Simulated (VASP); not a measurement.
Input of a VASP 6.6.1 run:

Contents of INCAR:

```
PREC = Accurate ; ENCUT = 520
EDIFF = 1E-7 ; ISMEAR = 0
SIGMA = 0.1 ; LREAL = F
LASPH = T ; NELM = 100
ALGO = Normal ; ISIF = 2
LWAVE = F ; LCHARG = F
GGA = PE ; NBANDS = 18
```

KPOINTS

```
regular mesh
0
Gamma
  10 10 10
```

Contents of POSCAR:

```
TiAl3
1.0
    4.0191325036      0.0000000000      0.0000000000
    0.0000000000      4.0191325036      0.0000000000
    0.0000000000      0.0000000000      4.0191325036
Ti Al
1 3
Direct
    0.0000000000      0.0000000000      0.0000000000
    0.5000000000      0.5000000000      0.0000000000
    0.5000000000      0.0000000000      0.5000000000
    0.0000000000      0.5000000000      0.5000000000
```

Potentials or basis: VASP PAW PBE potentials, release 64 (Ti_sv, Al).

The run is started by

```sh
$ cat potpaw_PBE.64/Ti_sv/POTCAR potpaw_PBE.64/Al/POTCAR > POTCAR
$ mpirun -np 1 vasp_std > vasp.out
```

Problem. What does it give for the pressure?

Solution. -3.0 GPa.
